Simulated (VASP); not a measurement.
LaS, 2 atoms in the cell. The structure is cubic, space group Fm-3m (No. 225). The conventional cell has a = 5.755 Å, b = 5.755 Å, c = 5.755 Å, α = 90.00°, β = 90.00°, γ = 90.00°. Within 3.8 Å of La (site symmetry m-3m) lie 6 S at 2.88 Å. Within 3.8 Å of S (site symmetry m-3m) lie 6 La at 2.88 Å. 

```yaml
Program: VASP 6.6.1
Task: single point
Functional: PBEsol
Potentials_or_basis: VASP PAW PBE potentials, release 64 (La, S)
Cutoff: 520 eV
k_mesh: 8 × 8 × 8
Occupations: fermi-dirac, width 0.15 eV
Spin: no spin polarisation
Dipole_correction: no
Further_INCAR_settings: ALGO = Normal; EDIFF = 1e-06; NBANDS = 16
```

Potentials or basis: VASP PAW PBE potentials, release 64 (La, S).

Command:

```bash
$ cat potpaw_PBE.64/La/POTCAR potpaw_PBE.64/S/POTCAR > POTCAR
$ mpirun -np 1 vasp_std > vasp.out
```

Hardware: 1 thread of Intel(R) Xeon(R) Platinum 8259CL CPU @ 2.50GHz (Skylake/Cascade Lake), with other jobs on the host.

Task: How long does it take, and how much memory?

Result: Run time: 44 s on 1 thread of Intel(R) Xeon(R) Platinum 8259CL CPU @ 2.50GHz (Skylake/Cascade Lake) (shared host), peak memory 0.19 GiB. Counts: scf iterations 15, k points 29.
